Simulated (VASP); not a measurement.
## Li: single point with LDA

Li:

```xyz
1
Lattice="0.0000 2.5648 2.5648 2.5648 0.0000 2.5648 2.5648 2.5648 0.0000" Properties=species:S:1:pos:R:3 pbc="T T T"
Li    0.0000    0.0000    0.0000
```

* Program: VASP 6.6.1
* Task: single point
* Functional: LDA
* Potentials or basis: VASP PAW LDA potentials, release 64 (Li_sv)
* Cutoff: 750 eV
* k mesh: 6 × 6 × 6
* Occupations: fermi-dirac, width 0.15 eV
* Spin: no spin polarisation

```yaml
Pressure: -3.3 GPa
```

Levels at points of the mesh, in eV from the Fermi level:
| k point | band 1 | band 2 | band 3 | band 4 | band 5 | band 6 |
| --- | --- | --- | --- | --- | --- | --- |
| (0.00, 0.00, 0.00) | -46.50 | -2.77 | 9.84 | 9.84 | 9.84 | 13.26 |
| (0.50, 0.00, 0.00) | -46.50 | 0.22 | 1.68 | 8.70 | 8.70 | 12.14 |
| (0.50, 0.50, 0.00) | -46.50 | 1.25 | 3.22 | 5.96 | 5.96 | 7.92 |

It took 7.7 s on 1 thread of Intel Xeon 8259CL, with other jobs on the host, peak memory 0.14 GiB.
